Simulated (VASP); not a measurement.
## Ga3Sb2As: single point with PBE

Ga3Sb2As:

```
Ga Sb As
1.0
     4.27949    0.00063    0.00017
    -2.13918    3.70610    0.00030
     0.00056    0.00160   21.11937
Ga Sb As
6 4 2
Direct
  0.33418 0.66750 0.33973
  0.33327 0.66671 0.66693
  0.33374 0.66653 0.99348
  0.66598 0.33289 0.16693
  0.66604 0.33337 0.49350
  0.66673 0.33292 0.83971
  0.33265 0.66628 0.12164
  0.33335 0.66632 0.79397
  0.66757 0.33413 0.29399
  0.66666 0.33338 0.62165
  0.33274 0.66677 0.45825
  0.66710 0.33321 0.95822
```

* Program: VASP 6.6.1
* Task: single point
* Functional: PBE
* Potentials or basis: VASP PAW PBE potentials, release 64 (Ga_d, Sb, As)
* Cutoff: 520 eV
* k mesh: 6 × 6 × 1
* Occupations: gaussian, width 0.2 eV
* Spin: no spin polarisation
* Dipole correction: no
* Further INCAR settings: ALGO = Normal; EDIFF = 1e-06; NBANDS = 66

The pressure is 0.1 GPa and the largest force is 0.005 eV/Å. The band gap on the k mesh is 0.22 eV.

Forces in eV/Å, atoms in the order of the input:
```
Ga  -0.001 -0.002  0.001
Ga   0.001 -0.001  0.002
Ga  -0.001  0.000 -0.001
Ga   0.001  0.001  0.003
Ga   0.001  0.000 -0.002
Ga   0.000  0.001  0.002
Sb   0.001  0.000 -0.003
Sb  -0.001  0.000 -0.003
Sb  -0.002 -0.001 -0.004
Sb   0.000  0.000 -0.002
As   0.002  0.001  0.004
As   0.000 -0.001  0.004
```

Levels at points of the mesh, in eV from the valence-band top:
| k point | band 52 | band 53 | band 54 | band 55 | band 56 | band 57 |
| --- | --- | --- | --- | --- | --- | --- |
| (0.00, 0.00, 0.00) | -0.04 | 0.00 | 0.00 | 0.22 | 0.22 | 0.69 |
| (0.50, 0.00, 0.00) | -1.50 | -1.32 | -1.01 | 0.60 | 0.85 | 0.97 |
| (0.00, 0.50, 0.00) | -1.50 | -1.32 | -1.01 | 0.60 | 0.85 | 0.97 |
| (0.50, 0.50, 0.00) | -1.50 | -1.32 | -1.01 | 0.60 | 0.84 | 0.97 |

It took 14 min on 1 thread of AMD EPYC 7R13, on a shared host, peak memory 0.6 GiB.

Caveat: semilocal functionals underestimate gaps, and a narrow one can read as zero; spin-orbit coupling is left out, which moves the levels of the heavy elements. A k mesh can miss the band edges.
